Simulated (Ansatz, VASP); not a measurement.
# SrSi2Pd3 in VASP and in Ansatz

```xyz
12
Lattice="-3.5903 5.0462 2.8893 3.5903 -5.0462 2.8893 3.5903 5.0462 -2.8893" Properties=species:S:1:pos:R:3 pbc="T T T"
Sr    0.0000    2.5231    4.1404
Sr    3.5903    2.5231   -1.2511
Pd    2.1068    0.0000    0.0000
Pd    5.0739    0.0000    0.0000
Pd    1.4835    0.0000    2.8893
Pd    2.1068    5.0462    0.0000
Pd    1.7952    2.5231    1.4446
Pd   -1.7952    2.5231    1.4446
Si    0.0000    0.8003    1.0835
Si    3.5903    4.2459    1.8058
Si    0.0000    4.2459    1.0835
Si    3.5904    0.8003    1.8058
```

Alike in both runs: task single point; functional PBE; k mesh 4 × 4 × 4; occupations gaussian, width 0.1 eV; no spin polarisation.

|  | VASP | Ansatz |
| --- | --- | --- |
| version | VASP 6.6.1 | Ansatz 0.2.0 |
| potentials or method | VASP PAW PBE potentials, release 64 (Sr_sv, Pd, Si), cutoff 520 eV | scalar-relativistic, plane waves, PAW |
| valence electrons in the cell | 96 | 144 |

Ansatz gave:

* gap on the k mesh at the Fermi level (eV): none
* pressure (GPa): 2.9
* traceless stress, the component that is largest in VASP (GPa): 0.52
* rms of the force components (eV/Å): 0.030

Problem. Which values does VASP return?

Solution. gap on the k mesh at the Fermi level (eV): none; pressure (GPa): 3.0; traceless stress, the component that is largest in VASP (GPa): 0.52; rms of the force components (eV/Å): 0.033.

Atom by atom the forces differ by 0.004 eV/Å (rms over components). A gap of «none» marks a metal or a gap that the smearing closes. The functional is the same, so the differences come from potentials, cutoffs and numerics. VASP's potentials hold 96 valence electrons a cell and Ansatz's 144, so a difference there can come from the potentials and not from the codes.
